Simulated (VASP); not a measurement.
# BH11C20 in VASP: further runs

BH11C20 is run at these levels: LDA; tasks: single point.

All numbers are computed with VASP 6.6.1; they aren't measurements. Logs are shortened: lines on timing, memory, paths and dates and some standing lists are left out, and cuts for length are marked.

### Step 1. The cell of the first run

The cell holds a slab with vacuum, 32 atoms: a = 5.049 Å, b = 5.049 Å, c = 15.165 Å, α = 90.00°, β = 90.00°, γ = 90.00°.

### Step 2. Single point, LDA

Input file INCAR:

```
PREC = Accurate
ENCUT = 520
EDIFF = 1E-6
ISMEAR = -1
SIGMA = 0.02
LREAL = Auto
LASPH = True
NELM = 80
ALGO = Normal
ISIF = 2
LWAVE = False
LCHARG = False
NBANDS = 69
```

Input file KPOINTS:

```
Automatic mesh
0
Gamma
  2 2 1
```

Input file POSCAR:

```
BH11C20
1.0
    5.0487420000      0.0000000000      0.0000000000
    0.0000000000      5.0487420000      0.0000000000
    0.0000000000      0.0000000000     15.1647000000
H C B
11 20 1
Direct
    0.4277897346      0.0000000000      0.0659426167
    0.0722160095      0.0000000000      0.0659426167
    0.9277954786      0.0000000000      0.0659426167
    0.5722217535      0.0000000000      0.0659426167
    0.4277897346      0.5000057440      0.0659426167
    0.0722160095      0.5000057440      0.0659426167
    0.9277954786      0.5000057440      0.0659426167
    0.5722217535      0.5000057440      0.0659426167
   -0.0312949246      0.7391148132      0.4201995424
   -0.2833379087     -0.0062589849      0.4046436791
    0.2564995399      0.0234910003      0.4044920111
    0.2500028720      0.0000000000      0.1077963956
    0.7500086160      0.0000000000      0.1077963956
    0.2500028720      0.5000057440      0.1077963956
    0.7500086160      0.5000057440      0.1077963956
    0.2500028720      0.2500028720      0.1666501810
    0.7500086160      0.2500028720      0.1666501810
    0.2500028720      0.7500086160      0.1666501810
    0.7500086160      0.7500086160      0.1666501810
    0.0009111181      0.2399013457      0.2207758808
    0.5004811099      0.2552913181      0.2204593563
   -0.0062985987      0.7614570125      0.2284318186
    0.4988965568      0.7651212916      0.2340831009
   -0.0161426351      0.0122802869      0.2853073256
    0.4917066469      0.0270364380      0.2832565102
   -0.0217876057      0.4937269522      0.2742487487
    0.4818824174      0.4879037194      0.2907607800
    0.2413274435      0.1046597350      0.3397825213
    0.7354505340      0.0853876074      0.3380746075
    0.2142910056      0.4096862149      0.3390769353
    0.7394119169      0.3899585283      0.3355753823
   -0.0290567432      0.5325881180      0.3920947991
```

Potentials or basis: VASP PAW LDA potentials, release 64 (H, C, B).

Started as:

```console
> cat potpaw_LDA.64/H/POTCAR potpaw_LDA.64/C/POTCAR potpaw_LDA.64/B/POTCAR > POTCAR
> mpirun -np 1 vasp_std > vasp.out
```

OUTCAR:

```text
PREC = Accurate
   ENCUT = 520
   EDIFF = 1E-6
   ISMEAR = -1
   LREAL = Auto
   LASPH = True
   NELM = 80
   ISIF = 2

 ion  position               nearest neighbor table
   1  0.428  0.000  0.066-   4 0.73  12 1.10
   2  0.072  0.000  0.066-   3 0.73  12 1.10
   3  0.928  0.000  0.066-   2 0.73  13 1.10
   4  0.572  0.000  0.066-   1 0.73  13 1.10
   5  0.428  0.500  0.066-   8 0.73  14 1.10
   6  0.072  0.500  0.066-   7 0.73  14 1.10
   7  0.928  0.500  0.066-   6 0.73  15 1.10
   8  0.572  0.500  0.066-   5 0.73  15 1.10
   9  0.969  0.739  0.420-  32 1.13
  10  0.717  0.994  0.405-  29 1.11
  11  0.256  0.023  0.404-  28 1.07
  12  0.250  0.000  0.108-   2 1.10   1 1.10  18 1.55  16 1.55
  13  0.750  0.000  0.108-   4 1.10   3 1.10  19 1.55  17 1.55
  14  0.250  0.500  0.108-   6 1.10   5 1.10  16 1.55  18 1.55
  15  0.750  0.500  0.108-   8 1.10   7 1.10  17 1.55  19 1.55
  16  0.250  0.250  0.167-  20 1.50  21 1.51  14 1.55  12 1.55
  17  0.750  0.250  0.167-  21 1.50  20 1.51  15 1.55  13 1.55
  18  0.250  0.750  0.167-  12 1.55  14 1.55  22 1.60  23 1.62
  19  0.750  0.750  0.167-  13 1.55  15 1.55  22 1.55  23 1.63
  20  0.001  0.240  0.221-  16 1.50  17 1.51  24 1.51  26 1.52
  21  0.500  0.255  0.220-  25 1.50  17 1.50  16 1.51  27 1.59
  22  0.994  0.761  0.228-  26 1.52  24 1.53  19 1.55  18 1.60
  23  0.499  0.765  0.234-  25 1.52  18 1.62  19 1.63  27 1.64
  24  0.984  0.012  0.285-  20 1.51  29 1.53  22 1.53  28 1.61
  25  0.492  0.027  0.283-  21 1.50  29 1.51  23 1.52  28 1.58
  26  0.978  0.494  0.274-  20 1.52  22 1.52  30 1.60  31 1.61  32 1.80
  27  0.482  0.488  0.291-  31 1.55  30 1.59  21 1.59  23 1.64
  28  0.241  0.105  0.340-  11 1.07  30 1.55  25 1.58  24 1.61
  29  0.735  0.085  0.338-  10 1.11  25 1.51  24 1.53  31 1.54
  30  0.214  0.410  0.339-  28 1.55  27 1.59  32 1.59  26 1.60
  31  0.739  0.390  0.336-  29 1.54  27 1.55  26 1.61  32 1.62
  32  0.971  0.533  0.392-   9 1.13  30 1.59  31 1.62  26 1.80

  LATTYP: Found a simple tetragonal cell.
 ALAT       =     5.0487420000
 C/A-ratio  =     3.0036591293

  Lattice vectors:

 A1 = (   5.0487420000,   0.0000000000,   0.0000000000)
 A2 = (   0.0000000000,   5.0487420000,   0.0000000000)
 A3 = (   0.0000000000,   0.0000000000,  15.1647000000)

Analysis of symmetry for initial positions (statically):
=====================================================================
 Subroutine PRICEL returns:
 Original cell was already a primitive cell.

 Routine SETGRP: Setting up the symmetry group for a
 simple tetragonal supercell.

 Subroutine GETGRP returns: Found  1 space group operations
[... 162 lines left out ...]
   ISIF   =      2    stress and relaxation
   ISYM   =      2    0-nonsym 1-usesym 2-fastsym
   POTIM  = 0.5000    time-step for ionic-motion
   TEBEG  =    0.0;   TEEND  =   0.0 temperature during run
   PSTRESS=    0.0 pullay stress
   NELECT =      94.0000    total number of electrons
   NUPDOWN=      -1.0000    fix difference up-down
   EMIN   =  10.00;   EMAX   =-10.00  energy-range for DOS
   EFERMI =   0.00;   METHOD = LEGACY
   ISMEAR =    -1;   SIGMA  =   0.02  broadening in eV -4-tet -1-fermi 0-gaus
   EFERMI_NEDOS =   21; number of points for ismear=-14 and -15
   IALGO  =     38    algorithm
   IMIX   =      4    mixing-type and parameters
     AMIX     =   0.40;   BMIX     =  1.00
     AMIX_MAG =   1.60;   BMIX_MAG =  1.00
  volume/ion in A,a.u.               =      12.08        81.52
  Fermi-wavevector in a.u.,A,eV,Ry     =   1.021843  1.931003 14.206694  1.044163
  Thomas-Fermi vector in A             =   2.155490
   LORBIT       =      0    0 simple, 1 ext, 2 COOP (PROOUT), +10 PAW based schemes
   GGA     = CA    functional components
   LHFCALC =     F    Hartree Fock is set to
   AEXX    =    0.0000 exact exchange contribution
   IVDW    =     0    specifies the selected vdW correction
   LEPSILON=     F    determine dielectric tensor
   LRPA    =     F    only Hartree local field effects (RPA)
 non-spin polarized calculation
  energy-cutoff  :      520.00
  volume of cell :      386.55
 maximum number of plane-waves:     10429
 NGX is ok and might be reduce to    40
   NGX = 19   NGY = 19   NGZ = 57

 number of electron      94.0000010 magnetization

 Free energy of the ion-electron system (eV)
  ---------------------------------------------------
  ext. energy  EPLUGINS =         0.00000000
  ---------------------------------------------------
  free energy    TOTEN  =      -230.75173312 eV

  energy without entropy =     -230.75173312  energy(sigma->0) =     -230.75173312

 E-fermi :   1.7151     XC(G=0):  -6.0288

 val. band max:        1.2463951593   @ k =   0.0000   0.5000   0.0000
 cond. band min:       3.1277002326   @ k =   0.5000   0.0000   0.0000
 fundamental gap:      1.8813050733
 Fermi energy:         1.7150844732

 k-point     1 :       0.0000    0.0000    0.0000
  band No.  band energies     occupation
      1     -20.0466      2.00000
      2     -17.7731      2.00000
      3     -16.0099      2.00000
      4     -15.4482      2.00000
      5     -15.3192      2.00000
      6     -15.2488      2.00000
[... 237 lines left out ...]
     58       6.5711      0.00000
     59       7.1460      0.00000
 [bands above 59 left out]

------------------------ aborting loop because EDIFF is reached ----------------------------------------

  FORCE on cell =-STRESS in cart. coord.  units (eV):
  Direction    XX          YY          ZZ          XY          YZ          ZX
  --------------------------------------------------------------------------------------
  -------------------------------------------------------------------------------------
  Total       61.1130621     -8.2492926     -7.6463594      0.6884605     -0.4097600      6.8742216
  in kB      253.3053998    -34.1922053    -31.6931285      2.8535757     -1.6983997     28.4927213
  external PRESSURE =      62.4733553 kB  Pullay stress =       0.0000000 kB

 VOLUME and BASIS-vectors are now :
 -----------------------------------------------------------------------------
  energy-cutoff  :      520.00
  volume of cell :      386.55
      direct lattice vectors                 reciprocal lattice vectors
     5.048742000  0.000000000  0.000000000     0.198069143  0.000000000  0.000000000
     0.000000000  5.048742000  0.000000000     0.000000000  0.198069143  0.000000000
     0.000000000  0.000000000 15.164700000     0.000000000  0.000000000  0.065942617

 POSITION                                       TOTAL-FORCE (eV/Angst)
 -----------------------------------------------------------------------------------
      2.15980      0.00000      1.00000        -8.985329     -0.033447      0.038483
      0.36460      0.00000      1.00000         9.053371     -0.027225      0.067502
      4.68420      0.00000      1.00000        -9.014617     -0.008759      0.108737
      2.88900      0.00000      1.00000         9.026486     -0.039006     -0.000449
      2.15980      2.52440      1.00000        -9.023820      0.013760      0.126699
      0.36460      2.52440      1.00000         9.041399      0.102461      0.048946
[... 24 lines left out ...]
      3.73310      1.96880      5.08890         0.727324      2.506872      2.114531
      4.90204      2.68890      5.94600         0.224121     -2.222540     -1.812555
 -----------------------------------------------------------------------------------
    total drift:                               -0.008894     -0.020975     -0.020374

  FREE ENERGIE OF THE ION-ELECTRON SYSTEM (eV)
  ---------------------------------------------------
  free  energy   TOTEN  =      -230.7517331181 eV

  energy  without entropy=     -230.7517331181  energy(sigma->0) =     -230.75173312
```

OSZICAR:

```text
N       E                     dE             d eps       ncg     rms          rms(c)
DAV:   1     0.574204254080E+03    0.57420E+03   -0.42635E+04   552   0.117E+03
DAV:   2    -0.175195451409E+03   -0.74940E+03   -0.70280E+03   755   0.281E+02
DAV:   3    -0.245689374899E+03   -0.70494E+02   -0.69686E+02   704   0.848E+01
[... 15 lines left out ...]
DAV:  19    -0.230751716058E+03   -0.22855E-04   -0.12254E-06   544   0.297E-03    0.617E-04
DAV:  20    -0.230751727658E+03   -0.11600E-04   -0.61022E-07   464   0.202E-03    0.385E-04
DAV:  21    -0.230751731594E+03   -0.39364E-05   -0.25073E-07   512   0.127E-03    0.243E-04
DAV:  22    -0.230751732655E+03   -0.10603E-05   -0.78632E-08   472   0.788E-04    0.129E-04
DAV:  23    -0.230751733118E+03   -0.46350E-06   -0.31159E-08   464   0.526E-04
   1 F= -.23075173E+03 E0= -.23075173E+03  d E =-.163118E-10
```

stdout:

```text
POSCAR found type information on POSCAR H C B
 POSCAR found :  3 types and      32 ions
 scaLAPACK will be used
 LDA part: xc-table for (Slater(with rela. corr.)+CA(PZ))
 , standard interpolation
 POSCAR, INCAR and KPOINTS ok, starting setup
 FFT: planning ... GRIDC
 FFT: planning ... GRID_SOFT
 FFT: planning ... GRID
 WAVECAR not read
 entering main loop
```

Wall time 8.3 min (1 thread of Oxide Virtual Turin-like, shared host); peak memory 0.34 GiB.

Results:

| Item | Value |
| --- | --- |
| Free energy | -230.7517 eV |
| Largest force | 9.054 eV/Å |
| Band gap on the k mesh | 1.88 eV, indirect (least direct gap 2.02 eV) |

Forces in eV/Å, atoms in the order of the input:
```
H   -8.985 -0.033  0.038
H    9.053 -0.027  0.068
H   -9.015 -0.009  0.109
H    9.026 -0.039  0.000
H   -9.024  0.014  0.127
H    9.041  0.102  0.049
H   -9.014  0.098  0.072
H    9.049  0.033  0.109
H   -0.040  1.605  0.705
H    0.327  0.392 -0.365
H   -0.079 -0.479  1.084
C    0.156 -0.216  1.310
C   -0.524 -0.162  1.243
C   -0.213  0.189  1.731
C   -0.004  0.162  1.662
C    0.224 -0.273 -3.061
C   -0.013 -0.144 -3.308
C   -0.026  0.901  0.656
C   -0.685  1.122  0.271
C   -1.301  1.553 -1.076
C   -1.409  0.298  0.671
C    0.044 -1.845 -1.065
C   -1.022 -2.307 -1.354
C    1.841  0.916  0.633
C   -0.375 -0.117  0.710
C    1.077 -2.032  1.885
C    0.621  0.702 -0.125
C   -0.955 -1.167 -2.508
C    0.040 -0.024 -0.907
C    1.233  0.501  0.334
C    0.727  2.507  2.115
B    0.224 -2.223 -1.813
```

Caveat: the k points lie up to 0.62 Å⁻¹ apart.

### Step 3. Single point, LDA

Input file INCAR:

```
PREC = Accurate
ENCUT = 520
EDIFF = 1E-6
ISMEAR = -1
SIGMA = 0.02
LREAL = Auto
LASPH = T
NELM = 100
ALGO = Normal
ISIF = 2
LWAVE = F
LCHARG = F
GGA = CA
NBANDS = 69
```

KPOINTS is that of step 2.

Input file POSCAR:

```
BH11C20
1.0
    5.0487420000      0.0000000000      0.0000000000
    0.0000000000      5.0487420000      0.0000000000
    0.0000000000      0.0000000000     15.1647000000
H C B
11 20 1
Direct
    0.4277897346      0.0000000000      0.0659426167
    0.0722160095      0.0000000000      0.0659426167
    0.9277954786      0.0000000000      0.0659426167
    0.5722217535      0.0000000000      0.0659426167
    0.4277897346      0.5000057440      0.0659426167
    0.0722160095      0.5000057440      0.0659426167
    0.9277954786      0.5000057440      0.0659426167
    0.5722217535      0.5000057440      0.0659426167
    0.0142807852      0.7153267091      0.4472887693
   -0.2313645657     -0.0526269712      0.3971328150
    0.2900524527     -0.0062589849      0.4005816139
    0.2500028720      0.0000000000      0.1077963956
    0.7500086160      0.0000000000      0.1077963956
    0.2500028720      0.5000057440      0.1077963956
    0.7500086160      0.5000057440      0.1077963956
    0.2500028720      0.2500028720      0.1666501810
    0.7500086160      0.2500028720      0.1666501810
    0.2500028720      0.7500086160      0.1666501810
    0.7500086160      0.7500086160      0.1666501810
    0.0108938029      0.2427931552      0.2171160656
    0.5153362957      0.2459226477      0.2245082329
    0.0090319529      0.7483052214      0.2288274743
    0.5117512442      0.7628633034      0.2317882978
    0.0176875744      0.0069918407      0.2844171002
    0.5195551684      0.0238475248      0.2837510798
    0.0202030526      0.4595600251      0.2809023588
    0.5068391294      0.4757224671      0.2923697798
    0.2663633832      0.0900422323      0.3398814352
    0.7660324097      0.0695618829      0.3361358945
    0.2494086646      0.4050117831      0.3449458281
    0.7693005505      0.3816396243      0.3505773276
    0.0063184057      0.5132169558      0.3998166795
```

Potentials or basis: VASP PAW LDA potentials, release 64 (H, C, B).

Started as:

```console
> cat potpaw_LDA.64/H/POTCAR potpaw_LDA.64/C/POTCAR potpaw_LDA.64/B/POTCAR > POTCAR
> mpirun -np 1 vasp_std > vasp.out
```

Run time: 6.8 min. Hardware: 1 thread of Oxide Virtual Turin-like, shared host; peak memory 0.34 GiB.

The run converged. Its results:

```
Free energy            : -230.5189 eV
Largest force          : 9.067 eV/Å
Band gap on the k mesh : 1.51 eV, indirect (least direct gap 1.67 eV)
```

Forces on the atoms (eV/Å):
```
H   -9.043 -0.070  0.035
H    9.019 -0.012  0.073
H   -9.051  0.002  0.075
H    8.978 -0.079  0.065
H   -9.067  0.018  0.044
H    9.003  0.044  0.109
H   -9.062  0.048  0.086
H    8.997  0.030  0.080
H   -0.197 -0.580 -0.705
H   -0.210  0.484  0.017
H   -0.270 -0.772  1.824
C    0.274 -0.140  1.328
C   -0.155 -0.141  1.369
C    0.458  0.164  1.602
C   -0.208  0.165  1.613
C    2.635 -0.241 -3.421
C    1.328  0.048 -3.022
C    1.005  0.108  0.430
C    0.794  0.071  0.695
C   -1.498 -0.969  2.138
C   -1.970  2.271 -1.127
C   -0.013 -1.230  0.082
C   -0.883 -2.342 -0.182
C   -0.421  0.311 -0.545
C   -1.347 -1.756  0.709
C   -1.587  3.172  0.125
C    0.925  1.609  1.251
C   -0.140 -0.246 -2.500
C    0.681  0.235  0.862
C    0.358 -1.299 -1.463
C    0.393  0.301 -2.268
B    0.274  0.796  0.620
```

Levels at points of the mesh, in eV from the valence-band top:
```tsv
k point	band 45	band 46	band 47	band 48	band 49	band 50
(0.00, 0.00, 0.00)	-1.96	-0.55	-0.08	1.90	2.24	3.35
(0.50, 0.00, 0.00)	-2.27	-2.20	-1.85	1.74	3.39	3.40
(0.00, 0.50, 0.00)	-1.72	-0.30	0.00	1.67	3.05	3.10
(0.50, 0.50, 0.00)	-2.71	-2.67	-1.65	1.51	3.84	4.04
```

Caveat: the k points lie up to 0.62 Å⁻¹ apart.
